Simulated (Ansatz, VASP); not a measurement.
## Co: VASP beside Ansatz

```
Co
1.0
     2.60897    0.00000    0.00000
    -1.30448    2.25943    0.00000
     0.00000    0.00000    4.21231
Co
2
Cartesian
  0.0000 1.5063 1.0531
  1.3045 0.7531 3.1592
```

Alike in both runs: task single point; functional revPBE; k mesh 23 × 23 × 13; occupations fermi-dirac, width 0.05 eV; collinear spin.

|  | VASP | Ansatz |
| --- | --- | --- |
| version | VASP 6.6.1 | Ansatz 0.2.0 |
| potentials or method | VASP PAW PBE potentials, release 64 (Co), cutoff 520 eV | plane waves (420 eV) with PAW, scalar-relativistic |
| valence electrons in the cell | 18 | 34 |

|  | VASP | Ansatz | Ansatz less VASP |
| --- | --- | --- | --- |
| pressure (GPa) | -17.2 | -17.2 | +0.06 |
| traceless stress, the component that is largest in VASP (GPa) | 0.35 | 0.53 | +0.178 |
| net moment per atom (μB) | 1.71 | 1.72 | +0.012 |
| size of the moment on the site where the two differ most (μB) | 1.76 | 1.82 | +0.057 |

VASP's potentials were made for PBE, not for revPBE. Site moments also hang on the region over which each program counts them. The functional is the same, so the differences come from potentials, cutoffs and numerics. VASP's potentials hold 18 valence electrons a cell and Ansatz's 34, so a difference there can come from the potentials and not from the codes.
